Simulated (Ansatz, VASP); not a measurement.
## One calculation of BeS, two programs

The input INCAR:

```
SYSTEM = BeS
  ALGO = Normal
  EDIFF = 1E-7
  ENCUT = 520
  GGA = PS
  ISIF = 2
  ISMEAR = 0
  LASPH = .True.
  LCHARG = .True.
  LELF = .True.
  LREAL = .False.
  LVHAR = .True.
  LWAVE = .False.
  NBANDS = 11
  NELM = 60
  PREC = Accurate
  SIGMA = 0.05
```

KPOINTS

```
k-points
0
Gamma
  10 10 10
  0 0 0
```

POSCAR

```
BeS
1.0
    0.0000000000      2.5446137590      2.3866195451
    2.3866195451      0.0000000000      2.3866195451
    2.3866195451      2.5446137590      0.0000000000
Be S
1 1
Direct
    0.0000000000      0.0000000000      0.0000000000
    0.7500000000      0.7500000000      0.7500000000
```

Input for Ansatz:

```yaml
crystal:
  lattice:
    - [0.0, 2.544613759, 2.3866195451]
    - [2.3866195451, 0.0, 2.3866195451]
    - [2.3866195451, 2.544613759, 0.0]
  atoms:
    - { symbol: Be, position: [0.0, 0.0, 0.0] }
    - { symbol: S, position: [0.75, 0.75, 0.75] }
basis:
  ecutwfc: 520.0
kpoints:
  mp_grid: { grid: [10, 10, 10] }
hamiltonian:
  xc: pbesol
scf:
  occupations: { method: gaussian, width: 0.05 }
output:
  forces: true
  stress: true
  eigenvalues: true
```

Alike in both runs: task single point; functional PBEsol; k mesh 10 × 10 × 10; occupations gaussian, width 0.05 eV; no spin polarisation.

```csv
,VASP,Ansatz
version,VASP 6.6.1,Ansatz 0.2.0
potentials or method,"VASP PAW PBE potentials, release 64 (Be, S), cutoff 520 eV","scalar-relativistic, plane waves, PAW"
valence electrons in the cell,8,8
```

|  | VASP | Ansatz | Ansatz less VASP |
| --- | --- | --- | --- |
| gap on the k mesh at the Fermi level (eV) | 2.68 | 2.68 | -0.003 |
| least direct gap on the mesh (eV) | 5.42 | 5.40 | -0.017 |
| pressure (GPa) | -2.1 | -2.2 | -0.14 |
| traceless stress, the component that is largest in VASP (GPa) | -4.44 | -4.46 | -0.021 |

VASP's potentials were made for PBE, not for PBEsol.
